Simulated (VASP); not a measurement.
# W (Im-3m) in VASP: further runs

W is run at these levels: LDA; tasks: single point.

All numbers are computed with VASP 6.6.1; they aren't measurements. Logs are shortened: lines on timing, memory, paths and dates and some standing lists are left out, and cuts for length are marked.

### 1 The cell of the first run

It takes space group Im-3m (No. 229, cubic). Conventional cell: a = 3.165 Å, b = 3.165 Å, c = 3.165 Å, α = 90.00°, β = 90.00°, γ = 90.00°. Within 3.6 Å of W (site symmetry m-3m) lie 14 W at 2.74 to 3.16 Å.

### 2 Single point, LDA

The input, INCAR:

```
SYSTEM = W
PREC     = Accurate       ! precision mode
ENCUT    = 500            ! plane-wave cutoff, eV
EDIFF    = 1E-6           ! SCF threshold, eV
ISMEAR   = 1              ! smearing method
SIGMA    = 0.3            ! smearing width, eV
LREAL    = .False.        ! projectors in reciprocal space
LASPH    = .True.         ! aspherical terms in the spheres
NELM     = 120            ! most SCF steps
ALGO     = Normal         ! electronic algorithm
ISIF     = 2              ! what is computed and relaxed
LWAVE    = .False.        ! write WAVECAR
LCHARG   = .True.         ! write CHGCAR
LELF     = .True.         ! ELF
LVHAR    = .True.       
NBANDS   = 13             ! bands
GGA_COMPAT= .False.
```

The input, KPOINTS:

```
Automatic mesh
0
Gamma
  12 12 12
  0 0 0
```

The input, POSCAR:

```
W
1.0
    2.7407020215     -0.0000000152     -0.0000000263
   -0.9135673262      2.5839586512     -0.0000000263
   -0.9135673262     -1.2919792876      2.2377738561
W
1
Direct
    0.0000000000      0.0000000000      0.0000000000
```

Potentials or basis: VASP PAW LDA potentials, release 64 (W_sv).

Command:

```console
$ cat potpaw_LDA.64/W_sv/POTCAR > POTCAR
$ mpirun -np 1 vasp_std > vasp.out
```

OUTCAR:

```text
SYSTEM = W
   PREC = Accurate
   ENCUT = 500
   EDIFF = 1E-6
   ISMEAR = 1
   LREAL = .False.
   LASPH = .True.
   NELM = 120
   ISIF = 2

 ion  position               nearest neighbor table
   1  0.000  0.000  0.000-

  LATTYP: Found a body centered cubic cell.
 ALAT       =     3.1646900997

  Lattice vectors:

 A1 = (   2.7407020215,  -0.0000000152,  -0.0000000263)
 A2 = (  -0.9135673262,   2.5839586512,  -0.0000000263)
 A3 = (  -0.9135673262,  -1.2919792876,   2.2377738561)

Analysis of symmetry for initial positions (statically):
=====================================================================
 Subroutine PRICEL returns:
 Original cell was already a primitive cell.

 Routine SETGRP: Setting up the symmetry group for a
 body centered cubic supercell.

 Subroutine GETGRP returns: Found 48 space group operations
 (whereof 48 operations were pure point group operations)
 out of a pool of 48 trial point group operations.

The static configuration has the point symmetry O_h .

Analysis of symmetry for dynamics (positions and initial velocities):
=====================================================================
 Subroutine PRICEL returns:
 Original cell was already a primitive cell.

 Routine SETGRP: Setting up the symmetry group for a
 body centered cubic supercell.

 Subroutine GETGRP returns: Found 48 space group operations
 (whereof 48 operations were pure point group operations)
 out of a pool of 48 trial point group operations.

The dynamic configuration has the point symmetry O_h .

 Subroutine INISYM returns: Found 48 space group operations
 (whereof 48 operations are pure point group operations),
 and found     1 'primitive' translations

----------------------------------------------------------------------------------------

                                     Primitive cell

  volume of cell :      15.8476

  direct lattice vectors                    reciprocal lattice vectors
     2.740702022 -0.000000015 -0.000000026     0.364870022  0.129001034  0.223436337
    -0.913567326  2.583958651 -0.000000026     0.000000004  0.387003101  0.223436337
    -0.913567326 -1.291979288  2.237773856     0.000000004  0.000000006  0.446872685

  length of vectors
     2.740702022  2.740702021  2.740702021     0.446872685  0.446872685  0.446872685

  position of ions in fractional coordinates (direct lattice)
     0.000000000  0.000000000  0.000000000

  ion indices of the primitive-cell ions
   primitive index   ion index
                 1           1

----------------------------------------------------------------------------------------

 KPOINTS: Automatic mesh

Automatic generation of k-mesh.
 Grid dimensions read from file:
 generate k-points for:   12   12   12

 Generating k-lattice:

  Cartesian coordinates                     Fractional coordinates (reciprocal lattice)
     0.030405835  0.010750086  0.018619695     0.083333333  0.000000000  0.000000000
     0.000000000  0.032250258  0.018619695    -0.000000000  0.083333333 -0.000000000
     0.000000000  0.000000001  0.037239390     0.000000000  0.000000000  0.083333333

  Length of vectors
     0.037239390  0.037239390  0.037239390

  Shift w.r.t. Gamma in fractional coordinates (k-lattice)
     0.000000000  0.000000000  0.000000000

 Subroutine IBZKPT returns following result:
 ===========================================

 Found     72 irreducible k-points:

 Following reciprocal coordinates:
            Coordinates               Weight
  0.000000  0.000000  0.000000      1.000000
  0.083333 -0.000000  0.000000     12.000000
  0.166667 -0.000000  0.000000     12.000000
  0.250000 -0.000000  0.000000     12.000000
  0.333333 -0.000000  0.000000     12.000000
  0.416667 -0.000000  0.000000     12.000000
[... 16 lines left out ...]
  0.333333  0.083333  0.083333     24.000000
  0.416667  0.083333  0.083333     12.000000
 [... further k-points ...]
   k-points           NKPTS =     72   k-points in BZ     NKDIM =     72   number of bands    NBANDS=     13
   number of dos      NEDOS =    301   number of ions     NIONS =      1
   total plane-waves  NPLWV =   8000
   dimension x,y,z NGX =    20 NGY =   20 NGZ =   20
   dimension x,y,z NGXF=    40 NGYF=   40 NGZF=   40
   ions per type =               1
   NGX,Y,Z   is equivalent  to a cutoff of  12.13, 12.13, 12.13 a.u.
   NGXF,Y,Z  is equivalent  to a cutoff of  24.26, 24.26, 24.26 a.u.
 SYSTEM =  W
   PREC   = accura    normal or accurate (medium, high low for compatibility)
   ISTART =      0    job   : 0-new  1-cont  2-samecut
   ICHARG =      2    charge: 1-file 2-atom 10-const
   ISPIN  =      1    spin polarized calculation?
   LNONCOLLINEAR =      F non collinear calculations
   LSORBIT =      F    spin-orbit coupling
   LASPH  =      T    aspherical Exc in radial PAW
   ENCUT  =  500.0 eV  36.75 Ry    6.06 a.u.   5.00  5.00  5.00*2*pi/ulx,y,z
   NELM   =    120;   NELMIN=  2; NELMDL= -5     # of ELM steps
   EDIFF  = 0.1E-05   stopping-criterion for ELM
   LREAL  =      F    real-space projection
   EDIFFG = 0.1E-04   stopping-criterion for IOM
   NSW    =      0    number of steps for IOM
   IBRION =     -1    ionic relax: 0-MD 1-quasi-New 2-CG
   NFREE  =      0    steps in history (QN), initial steepest desc. (CG)
   ISIF   =      2    stress and relaxation
   ISYM   =      2    0-nonsym 1-usesym 2-fastsym
   POTIM  = 0.5000    time-step for ionic-motion
   TEBEG  =    0.0;   TEEND  =   0.0 temperature during run
   PSTRESS=    0.0 pullay stress
   NELECT =      14.0000    total number of electrons
   NUPDOWN=      -1.0000    fix difference up-down
   EMIN   =  10.00;   EMAX   =-10.00  energy-range for DOS
   EFERMI =   0.00;   METHOD = LEGACY
   ISMEAR =     1;   SIGMA  =   0.30  broadening in eV -4-tet -1-fermi 0-gaus
   EFERMI_NEDOS =   21; number of points for ismear=-14 and -15
   IALGO  =     38    algorithm
   IMIX   =      4    mixing-type and parameters
     AMIX     =   0.40;   BMIX     =  1.00
     AMIX_MAG =   1.60;   BMIX_MAG =  1.00
  volume/ion in A,a.u.               =      15.85       106.94
  Fermi-wavevector in a.u.,A,eV,Ry     =   1.570832  2.968441 33.572541  2.467512
  Thomas-Fermi vector in A             =   2.672506
   LORBIT       =      0    0 simple, 1 ext, 2 COOP (PROOUT), +10 PAW based schemes
   GGA     = CA    functional components
   LHFCALC =     F    Hartree Fock is set to
   AEXX    =    0.0000 exact exchange contribution
   IVDW    =     0    specifies the selected vdW correction
   LEPSILON=     F    determine dielectric tensor
   LRPA    =     F    only Hartree local field effects (RPA)
 non-spin polarized calculation
 Methfessel and Paxton  Order N= 1 SIGMA  =   0.30
  energy-cutoff  :      500.00
  volume of cell :       15.85
 maximum number of plane-waves:       420
   NGX =  9   NGY =  9   NGZ =  9

 number of electron      14.0000004 magnetization

 Free energy of the ion-electron system (eV)
  ---------------------------------------------------
  ext. energy  EPLUGINS =         0.00000000
  ---------------------------------------------------
  free energy    TOTEN  =       -14.09811579 eV

  energy without entropy =      -14.09605069  energy(sigma->0) =      -14.09742742

 E-fermi :  11.2751     XC(G=0): -13.8299

 val. band max:       11.2690500351   @ k =  -0.1667   0.1667   0.1667
 cond. band min:      11.2965373824   @ k =   0.4167   0.0833   0.0000
 fundamental gap:      0.0274873473
 Fermi energy:        11.2750896331

 k-point     1 :       0.0000    0.0000    0.0000
  band No.  band energies     occupation
      1     -62.4185      2.00000
      2     -26.2265      2.00000
      3     -26.2265      2.00000
      4     -26.2265      2.00000
      5       1.7733      2.00000
      6      10.0652      2.00000
      7      10.0652      2.00000
      8      10.0652      2.00000
      9      13.5090     -0.00000
     10      13.5090     -0.00000
     11      25.8972      0.00000
     12      25.8972      0.00000
     13      25.8972      0.00000

 k-point     2 :       0.0833   -0.0000    0.0000
  band No.  band energies     occupation
      1     -62.4094      2.00000
      2     -26.3216      2.00000
      3     -26.2562      2.00000
      4     -26.2270      2.00000
      5       2.1085      2.00000
      6       9.8656      2.00000
      7      10.0153      2.00000
      8      10.3900      2.00025
      9      13.2110     -0.00000
     10      13.5131     -0.00000
     11      26.1731      0.00000
     12      26.4647      0.00000
     13      26.6919      0.00000

 k-point     3 :       0.1667   -0.0000    0.0000
  band No.  band energies     occupation
      1     -62.3841      2.00000
      2     -26.5753      2.00000
      3     -26.3364      2.00000
      4     -26.2284      2.00000
      5       3.0226      2.00000
      6       9.3637      2.00000
      7       9.7694      2.00000
      8      11.3403      0.64161
      9      12.8204     -0.00000
     10      13.5574     -0.00000
     11      26.6385      0.00000
     12      28.0622      0.00000
     13      28.2409      0.00000
[... 305 lines left out ...]
 k-point    23 :       0.3333    0.0833    0.0833
  band No.  band energies     occupation
      1     -62.2859      2.00000
      2     -27.3964      2.00000
      3     -26.6714      2.00000
      4     -26.3200      2.00000
      5       5.7745      2.00000
      6       7.8048      2.00000
      7      10.3317      2.00008
      8      13.6407     -0.00000
      9      14.3016     -0.00000
     10      17.9483      0.00000
     11      22.4081      0.00000
     12      24.0744      0.00000
     13      27.9518      0.00000

 k-point    24 :       0.4167    0.0833    0.0833
  band No.  band energies     occupation
      1     -62.2776      2.00000
      2     -27.4522      2.00000
      3     -26.7137      2.00000
      4     -26.3225      2.00000
      5       5.7328      2.00000
      6       7.7069      2.00000
      7      11.1632      1.58544
      8      13.6592     -0.00000
      9      14.4136     -0.00000
     10      18.7751      0.00000
     11      21.2524      0.00000
     12      23.6059      0.00000
     13      27.4251      0.00000

 [... further k-points ...]
[... 5 lines left out ...]
  --------------------------------------------------------------------------------------
  -------------------------------------------------------------------------------------
  Total       -0.7217798     -0.7217798     -0.7217798      0.0000000     -0.0000000      0.0000000
  in kB      -72.9712390    -72.9712390    -72.9712390      0.0000000     -0.0000000      0.0000000
  external PRESSURE =     -72.9712390 kB  Pullay stress =       0.0000000 kB

 VOLUME and BASIS-vectors are now :
 -----------------------------------------------------------------------------
  energy-cutoff  :      500.00
  volume of cell :       15.85
      direct lattice vectors                 reciprocal lattice vectors
     2.740702022 -0.000000015 -0.000000026     0.364870022  0.129001034  0.223436337
    -0.913567326  2.583958651 -0.000000026     0.000000004  0.387003101  0.223436337
    -0.913567326 -1.291979288  2.237773856     0.000000004  0.000000006  0.446872685

 POSITION                                       TOTAL-FORCE (eV/Angst)
 -----------------------------------------------------------------------------------
      0.00000      0.00000      0.00000         0.000000     -0.000000      0.000000
 -----------------------------------------------------------------------------------
    total drift:                               -0.000000      0.000000      0.000000

  FREE ENERGIE OF THE ION-ELECTRON SYSTEM (eV)
  ---------------------------------------------------
  free  energy   TOTEN  =       -14.0981157868 eV

  energy  without entropy=      -14.0960506886  energy(sigma->0) =      -14.09742742
```

Run time: 17 s. Hardware: 1 thread of Intel Xeon 8259CL, shared host; peak memory 0.13 GiB.

What came out:

```
Free energy            : -14.0981 eV
Pressure               : -7.3 GPa
Band gap on the k mesh : zero (band 7 reaches 16.47 eV, above the bottom of band 8 at 10.07 eV)
```

Caveat: spin-orbit coupling is left out, which moves the levels of the heavy elements.

### 3 Single point, LDA

The input, INCAR:

```
  PREC = Accurate
  ENCUT = 500
  EDIFF = 1E-6
  ISMEAR = 1
  SIGMA = 0.2
  LREAL = F
  LASPH = T
  NELM = 120
  ALGO = Normal
  ISIF = 2
  LWAVE = F
  LCHARG = T
  LELF = T
  LVHAR = T
  NBANDS = 13
  GGA_COMPAT = F
```

The input, KPOINTS:

```
regular mesh
0
Gamma
  12 12 12
```

POSCAR is that of step 2.

Potentials or basis: VASP PAW LDA potentials, release 64 (W_sv).

Command:

```console
$ cat potpaw_LDA.64/W_sv/POTCAR > POTCAR
$ mpirun -np 1 vasp_std > vasp.out
```

OUTCAR:

```text
PREC = Accurate
   ENCUT = 500
   EDIFF = 1E-6
   ISMEAR = 1
   LREAL = F
   LASPH = T
   NELM = 120
   ISIF = 2

 ion  position               nearest neighbor table
   1  0.000  0.000  0.000-

  LATTYP: Found a body centered cubic cell.
 ALAT       =     3.1646900997

  Lattice vectors:

 A1 = (   2.7407020215,  -0.0000000152,  -0.0000000263)
 A2 = (  -0.9135673262,   2.5839586512,  -0.0000000263)
 A3 = (  -0.9135673262,  -1.2919792876,   2.2377738561)

Analysis of symmetry for initial positions (statically):
=====================================================================
 Subroutine PRICEL returns:
 Original cell was already a primitive cell.

 Routine SETGRP: Setting up the symmetry group for a
 body centered cubic supercell.

 Subroutine GETGRP returns: Found 48 space group operations
 (whereof 48 operations were pure point group operations)
 out of a pool of 48 trial point group operations.

The static configuration has the point symmetry O_h .

Analysis of symmetry for dynamics (positions and initial velocities):
=====================================================================
 Subroutine PRICEL returns:
 Original cell was already a primitive cell.

 Routine SETGRP: Setting up the symmetry group for a
 body centered cubic supercell.

 Subroutine GETGRP returns: Found 48 space group operations
 (whereof 48 operations were pure point group operations)
 out of a pool of 48 trial point group operations.

The dynamic configuration has the point symmetry O_h .

 Subroutine INISYM returns: Found 48 space group operations
 (whereof 48 operations are pure point group operations),
 and found     1 'primitive' translations

----------------------------------------------------------------------------------------

                                     Primitive cell

  volume of cell :      15.8476

[... 107 lines left out ...]
  volume/ion in A,a.u.               =      15.85       106.94
  Fermi-wavevector in a.u.,A,eV,Ry     =   1.570832  2.968441 33.572541  2.467512
  Thomas-Fermi vector in A             =   2.672506
   LORBIT       =      0    0 simple, 1 ext, 2 COOP (PROOUT), +10 PAW based schemes
   GGA     = CA    functional components
   LHFCALC =     F    Hartree Fock is set to
   AEXX    =    0.0000 exact exchange contribution
   IVDW    =     0    specifies the selected vdW correction
   LEPSILON=     F    determine dielectric tensor
   LRPA    =     F    only Hartree local field effects (RPA)
 non-spin polarized calculation
 Methfessel and Paxton  Order N= 1 SIGMA  =   0.20
  energy-cutoff  :      500.00
  volume of cell :       15.85
 maximum number of plane-waves:       420
   NGX =  9   NGY =  9   NGZ =  9

 number of electron      14.0000004 magnetization

 Free energy of the ion-electron system (eV)
  ---------------------------------------------------
  ext. energy  EPLUGINS =         0.00000000
  ---------------------------------------------------
  free energy    TOTEN  =       -14.09721949 eV

  energy without entropy =      -14.09525158  energy(sigma->0) =      -14.09656352

 E-fermi :  11.2764     XC(G=0): -13.8299

 val. band max:       11.2694029598   @ k =  -0.1667   0.1667   0.1667
 cond. band min:      11.2965728996   @ k =   0.4167   0.0833   0.0000
 fundamental gap:      0.0271699398
 Fermi energy:        11.2764359625

 k-point     1 :       0.0000    0.0000    0.0000
  band No.  band energies     occupation
      1     -62.4180      2.00000
      2     -26.2261      2.00000
      3     -26.2261      2.00000
      4     -26.2261      2.00000
      5       1.7734      2.00000
      6      10.0656      2.00000
      7      10.0656      2.00000
      8      10.0656      2.00000
      9      13.5091     -0.00000
     10      13.5091     -0.00000
     11      25.8972      0.00000
     12      25.8972      0.00000
     13      25.8972      0.00000
[... 354 lines left out ...]
  band No.  band energies     occupation
      1     -62.2771      2.00000
      2     -27.4518      2.00000
      3     -26.7133      2.00000
      4     -26.3220      2.00000
      5       5.7329      2.00000
      6       7.7072      2.00000
      7      11.1632      1.80837
      8      13.6593     -0.00000
      9      14.4138     -0.00000
     10      18.7754      0.00000
     11      21.2527      0.00000
     12      23.6058      0.00000
     13      27.4253      0.00000

 [... further k-points ...]
[... 5 lines left out ...]
  --------------------------------------------------------------------------------------
  -------------------------------------------------------------------------------------
  Total       -0.7174250     -0.7174250     -0.7174250      0.0000000     -0.0000000      0.0000000
  in kB      -72.5309786    -72.5309786    -72.5309786      0.0000000     -0.0000000      0.0000000
  external PRESSURE =     -72.5309786 kB  Pullay stress =       0.0000000 kB

 VOLUME and BASIS-vectors are now :
 -----------------------------------------------------------------------------
  energy-cutoff  :      500.00
  volume of cell :       15.85
      direct lattice vectors                 reciprocal lattice vectors
     2.740702022 -0.000000015 -0.000000026     0.364870022  0.129001034  0.223436337
    -0.913567326  2.583958651 -0.000000026     0.000000004  0.387003101  0.223436337
    -0.913567326 -1.291979288  2.237773856     0.000000004  0.000000006  0.446872685

 POSITION                                       TOTAL-FORCE (eV/Angst)
 -----------------------------------------------------------------------------------
      0.00000      0.00000      0.00000         0.000000      0.000000     -0.000000
 -----------------------------------------------------------------------------------
    total drift:                                0.000000      0.000000      0.000000

  FREE ENERGIE OF THE ION-ELECTRON SYSTEM (eV)
  ---------------------------------------------------
  free  energy   TOTEN  =       -14.0972194880 eV

  energy  without entropy=      -14.0952515754  energy(sigma->0) =      -14.09656352
```

stdout:

```text
POSCAR found type information on POSCAR W
 POSCAR found :  1 types and       1 ions
 scaLAPACK will be used
 LDA part: xc-table for (Slater(with rela. corr.)+CA(PZ))
 , standard interpolation
 POSCAR, INCAR and KPOINTS ok, starting setup
 FFT: planning ... GRIDC
 FFT: planning ... GRID_SOFT
 FFT: planning ... GRID
 WAVECAR not read
 entering main loop
```

Wall time 18 s (1 thread of Intel Xeon 8259CL, shared host); peak memory 0.13 GiB.

Results:

```yaml
Free_energy: -14.0972 eV
Pressure: -7.3 GPa
Band_gap_on_the_k_mesh: zero (band 7 reaches 16.47 eV, above the bottom of band 8 at 10.07 eV)
```

Caveat: spin-orbit coupling is left out, which moves the levels of the heavy elements.

[end of part 1 of 2]
